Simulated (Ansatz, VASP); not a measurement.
HfB in VASP and in Ansatz

```
Hf B
1.0
     0.00000    2.31000    2.31000
     2.31000    0.00000    2.31000
     2.31000    2.31000    0.00000
Hf B
1 1
Direct
  0.50000 0.50000 0.50000
  0.00000 0.00000 0.00000
```

Alike in both runs: task electric field gradients; functional PBE; k mesh 15 × 15 × 15; occupations fermi-dirac, width 0.05 eV; non-collinear spin, spin-orbit coupling.

```csv
,VASP,Ansatz
version,VASP 6.6.1,Ansatz 0.2.0
potentials or method,"VASP PAW PBE potentials, release 64 (Hf_pv, B)","PAW with Ansatz's default frozen-core files, fully relativistic files with spin-orbit coupling"
plane-wave cutoff (eV),520,420
valence electrons in the cell,13,29
```

|  | VASP | Ansatz | Ansatz less VASP |
| --- | --- | --- | --- |
| net moment per atom (μB) | 0.00 | 0.00 | 0.000 |

VASP's potentials hold 13 valence electrons a cell and Ansatz's 29, so a difference there can come from the potentials and not from the codes.
